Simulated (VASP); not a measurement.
# Be (Pm-3m) in VASP: notebook, part 2 of 2

VASP 6.6.1. The steps go on from the part before.

**6. Single point, LDA (volume scaled by 0.6)**

INCAR

```
PREC     = Accurate       # precision mode
ENCUT    = 600            # plane-wave cutoff, eV
EDIFF    = 1E-6           # SCF threshold, eV
ISMEAR   = -1             # smearing method
SIGMA    = 0.1            # smearing width, eV
LREAL    = F              # projectors in reciprocal space
LASPH    = T              # aspherical terms in the spheres
NELM     = 120            # most SCF steps
ALGO     = Normal         # electronic algorithm
ISIF     = 2              # what is computed and relaxed
LWAVE    = F              # write WAVECAR
LCHARG   = F              # write CHGCAR
NBANDS   = 7              # bands
GGA_COMPAT= F
```

KPOINTS

```
regular mesh
0
Gamma
  21 21 21
```

POSCAR

```
Be
1.0
    1.8061325457      0.0000000000      0.0000000000
    0.0000000000      1.8061325457      0.0000000000
    0.0000000000      0.0000000000      1.8061325457
Be
1
Direct
    0.0000000000      0.0000000000      0.0000000000
```

Potentials or basis: VASP PAW LDA potentials, release 64 (Be).

Run with:

```sh
$ cat potpaw_LDA.64/Be/POTCAR > POTCAR
$ mpirun -np 1 vasp_std > vasp.out
```

OUTCAR:

```text
PREC = Accurate
   ENCUT = 600
   EDIFF = 1E-6
   ISMEAR = -1
   LREAL = F
   LASPH = T
   NELM = 120
   ISIF = 2

 ion  position               nearest neighbor table
   1  0.000  0.000  0.000-

  LATTYP: Found a simple cubic cell.
 ALAT       =     1.8061325457

  Lattice vectors:

 A1 = (   1.8061325457,   0.0000000000,   0.0000000000)
 A2 = (   0.0000000000,   1.8061325457,   0.0000000000)
 A3 = (   0.0000000000,   0.0000000000,   1.8061325457)

Analysis of symmetry for initial positions (statically):
=====================================================================
 Subroutine PRICEL returns:
 Original cell was already a primitive cell.

 Routine SETGRP: Setting up the symmetry group for a
 simple cubic supercell.

 Subroutine GETGRP returns: Found 48 space group operations
 (whereof 48 operations were pure point group operations)
 out of a pool of 48 trial point group operations.

The static configuration has the point symmetry O_h .

Analysis of symmetry for dynamics (positions and initial velocities):
=====================================================================
 Subroutine PRICEL returns:
 Original cell was already a primitive cell.

 Routine SETGRP: Setting up the symmetry group for a
 simple cubic supercell.

 Subroutine GETGRP returns: Found 48 space group operations
 (whereof 48 operations were pure point group operations)
 out of a pool of 48 trial point group operations.

The dynamic configuration has the point symmetry O_h .

 Subroutine INISYM returns: Found 48 space group operations
 (whereof 48 operations are pure point group operations),
 and found     1 'primitive' translations

----------------------------------------------------------------------------------------

                                     Primitive cell

  volume of cell :       5.8918

  direct lattice vectors                    reciprocal lattice vectors
     1.806132546  0.000000000  0.000000000     0.553669221  0.000000000  0.000000000
     0.000000000  1.806132546  0.000000000     0.000000000  0.553669221  0.000000000
     0.000000000  0.000000000  1.806132546     0.000000000  0.000000000  0.553669221

  length of vectors
     1.806132546  1.806132546  1.806132546     0.553669221  0.553669221  0.553669221

  position of ions in fractional coordinates (direct lattice)
     0.000000000  0.000000000  0.000000000

  ion indices of the primitive-cell ions
   primitive index   ion index
                 1           1

----------------------------------------------------------------------------------------

 KPOINTS: regular mesh

Automatic generation of k-mesh.
 Grid dimensions read from file:
 generate k-points for:   21   21   21

 Generating k-lattice:

  Cartesian coordinates                     Fractional coordinates (reciprocal lattice)
     0.026365201  0.000000000  0.000000000     0.047619048  0.000000000  0.000000000
     0.000000000  0.026365201  0.000000000     0.000000000  0.047619048  0.000000000
     0.000000000  0.000000000  0.026365201     0.000000000  0.000000000  0.047619048

  Length of vectors
     0.026365201  0.026365201  0.026365201

  Shift w.r.t. Gamma in fractional coordinates (k-lattice)
     0.000000000  0.000000000  0.000000000

 Subroutine IBZKPT returns following result:
 ===========================================

 Found    286 irreducible k-points:

 Following reciprocal coordinates:
            Coordinates               Weight
  0.000000  0.000000  0.000000      1.000000
  0.047619  0.000000  0.000000      6.000000
  0.095238  0.000000  0.000000      6.000000
  0.142857  0.000000  0.000000      6.000000
  0.190476  0.000000  0.000000      6.000000
  0.238095  0.000000  0.000000      6.000000
[... 16 lines left out ...]
  0.142857  0.095238  0.000000     24.000000
  0.190476  0.095238  0.000000     24.000000
 [... further k-points ...]
   k-points           NKPTS =    286   k-points in BZ     NKDIM =    286   number of bands    NBANDS=      7
   number of dos      NEDOS =    301   number of ions     NIONS =      1
   total plane-waves  NPLWV =   2744
   dimension x,y,z NGX =    14 NGY =   14 NGZ =   14
   dimension x,y,z NGXF=    28 NGYF=   28 NGZF=   28
   ions per type =               1
   NGX,Y,Z   is equivalent  to a cutoff of  12.89, 12.89, 12.89 a.u.
   NGXF,Y,Z  is equivalent  to a cutoff of  25.77, 25.77, 25.77 a.u.
 SYSTEM =  unknown system
   PREC   = accura    normal or accurate (medium, high low for compatibility)
   ISTART =      0    job   : 0-new  1-cont  2-samecut
   ICHARG =      2    charge: 1-file 2-atom 10-const
   ISPIN  =      1    spin polarized calculation?
   LNONCOLLINEAR =      F non collinear calculations
   LSORBIT =      F    spin-orbit coupling
   LASPH  =      T    aspherical Exc in radial PAW
   ENCUT  =  600.0 eV  44.10 Ry    6.64 a.u.   3.61  3.61  3.61*2*pi/ulx,y,z
   NELM   =    120;   NELMIN=  2; NELMDL= -5     # of ELM steps
   EDIFF  = 0.1E-05   stopping-criterion for ELM
   LREAL  =      F    real-space projection
   EDIFFG = 0.1E-04   stopping-criterion for IOM
   NSW    =      0    number of steps for IOM
   IBRION =     -1    ionic relax: 0-MD 1-quasi-New 2-CG
   NFREE  =      0    steps in history (QN), initial steepest desc. (CG)
   ISIF   =      2    stress and relaxation
   ISYM   =      2    0-nonsym 1-usesym 2-fastsym
   POTIM  = 0.5000    time-step for ionic-motion
   TEBEG  =    0.0;   TEEND  =   0.0 temperature during run
   PSTRESS=    0.0 pullay stress
   NELECT =       2.0000    total number of electrons
   NUPDOWN=      -1.0000    fix difference up-down
   EMIN   =  10.00;   EMAX   =-10.00  energy-range for DOS
   EFERMI =   0.00;   METHOD = LEGACY
   ISMEAR =    -1;   SIGMA  =   0.10  broadening in eV -4-tet -1-fermi 0-gaus
   EFERMI_NEDOS =   21; number of points for ismear=-14 and -15
   IALGO  =     38    algorithm
   IMIX   =      4    mixing-type and parameters
     AMIX     =   0.40;   BMIX     =  1.00
     AMIX_MAG =   1.60;   BMIX_MAG =  1.00
  volume/ion in A,a.u.               =       5.89        39.76
  Fermi-wavevector in a.u.,A,eV,Ry     =   1.142006  2.158079 17.744428  1.304179
  Thomas-Fermi vector in A             =   2.278705
   LORBIT       =      0    0 simple, 1 ext, 2 COOP (PROOUT), +10 PAW based schemes
   GGA     = CA    functional components
   LHFCALC =     F    Hartree Fock is set to
   AEXX    =    0.0000 exact exchange contribution
   IVDW    =     0    specifies the selected vdW correction
   LEPSILON=     F    determine dielectric tensor
   LRPA    =     F    only Hartree local field effects (RPA)
 non-spin polarized calculation
  energy-cutoff  :      600.00
  volume of cell :        5.89
 maximum number of plane-waves:       205
   NGX =  7   NGY =  7   NGZ =  7

 number of electron       2.0000000 magnetization

 Free energy of the ion-electron system (eV)
  ---------------------------------------------------
  ext. energy  EPLUGINS =         0.00000000
  ---------------------------------------------------
  free energy    TOTEN  =        -2.34252377 eV

  energy without entropy =       -2.32889492  energy(sigma->0) =       -2.33570934

 E-fermi :   9.9736     XC(G=0): -11.6276

 val. band max:        9.9536704675   @ k =   0.4762   0.3333   0.0476
 cond. band min:       9.9755754071   @ k =   0.4762   0.3810   0.0000
 fundamental gap:      0.0219049396
 Fermi energy:         9.9736071793

 k-point     1 :       0.0000    0.0000    0.0000
  band No.  band energies     occupation
      1      -3.2997      2.00000
      2      29.3448      0.00000
      3      29.3448      0.00000
      4      29.3448      0.00000
      5      36.0910      0.00000
      6      36.0910      0.00000
      7      52.2481      0.00000

 k-point     2 :       0.0476    0.0000    0.0000
  band No.  band energies     occupation
      1      -3.2335      2.00000
      2      27.9549      0.00000
      3      29.4313      0.00000
      4      29.4313      0.00000
      5      36.1919      0.00000
      6      37.6515      0.00000
      7      52.0710      0.00000
[... 201 lines left out ...]
 k-point    23 :       0.1429    0.0952    0.0000
  band No.  band energies     occupation
      1      -2.4343      2.00000
      2      22.2461      0.00000
      3      27.2279      0.00000
      4      30.4557      0.00000
      5      40.3522      0.00000
      6      45.4517      0.00000
      7      49.8292      0.00000

 k-point    24 :       0.1905    0.0952    0.0000
  band No.  band energies     occupation
      1      -1.9739      2.00000
      2      19.8141      0.00000
      3      27.6589      0.00000
      4      31.0349      0.00000
      5      41.1564      0.00000
      6      47.3644      0.00000
      7      50.1594      0.00000

 [... further k-points ...]

------------------------ aborting loop because EDIFF is reached ----------------------------------------

  FORCE on cell =-STRESS in cart. coord.  units (eV):
  Direction    XX          YY          ZZ          XY          YZ          ZX
  --------------------------------------------------------------------------------------
  -------------------------------------------------------------------------------------
  Total        3.4517546      3.4517546      3.4517546     -0.0000000      0.0000000     -0.0000000
  in kB      938.6455777    938.6455777    938.6455777     -0.0000000      0.0000000     -0.0000000
  external PRESSURE =     938.6455777 kB  Pullay stress =       0.0000000 kB

 VOLUME and BASIS-vectors are now :
 -----------------------------------------------------------------------------
  energy-cutoff  :      600.00
  volume of cell :        5.89
      direct lattice vectors                 reciprocal lattice vectors
     1.806132546  0.000000000  0.000000000     0.553669221  0.000000000  0.000000000
     0.000000000  1.806132546  0.000000000     0.000000000  0.553669221  0.000000000
     0.000000000  0.000000000  1.806132546     0.000000000  0.000000000  0.553669221

 POSITION                                       TOTAL-FORCE (eV/Angst)
 -----------------------------------------------------------------------------------
      0.00000      0.00000      0.00000         0.000000      0.000000      0.000000
 -----------------------------------------------------------------------------------
    total drift:                                0.000000     -0.000000     -0.000000

  FREE ENERGIE OF THE ION-ELECTRON SYSTEM (eV)
  ---------------------------------------------------
  free  energy   TOTEN  =        -2.3425237696 eV

  energy  without entropy=       -2.3288949175  energy(sigma->0) =       -2.33570934
```

Wall time 2.9 s (1 thread of Intel Xeon 6975P-C (Granite Rapids), shared host); peak memory 0.11 GiB.

Results:

```
Free energy            : -2.3425 eV
Pressure               : 93.9 GPa
Band gap on the k mesh : zero (band 1 reaches 16.88 eV, above the bottom of band 2 at 9.21 eV)
```

**7. Overview**

| cell | gap on the mesh (eV) | pressure (GPa) |
| --- | --- | --- |
| a = 1.578 Å, 1 atom | none | 309.1 |
| a = 1.700 Å, 1 atom | none | 168.5 |
| a = 1.806 Å, 1 atom | none | 93.9 |

Alike in all rows: task single point; level LDA; potentials or basis VASP PAW LDA potentials, release 64 (Be); no spin polarisation; k mesh 21 × 21 × 21; cutoff (eV) 600; smearing fermi-dirac 0.1 eV.

Absolute energies hang on the potentials; compare differences alone.
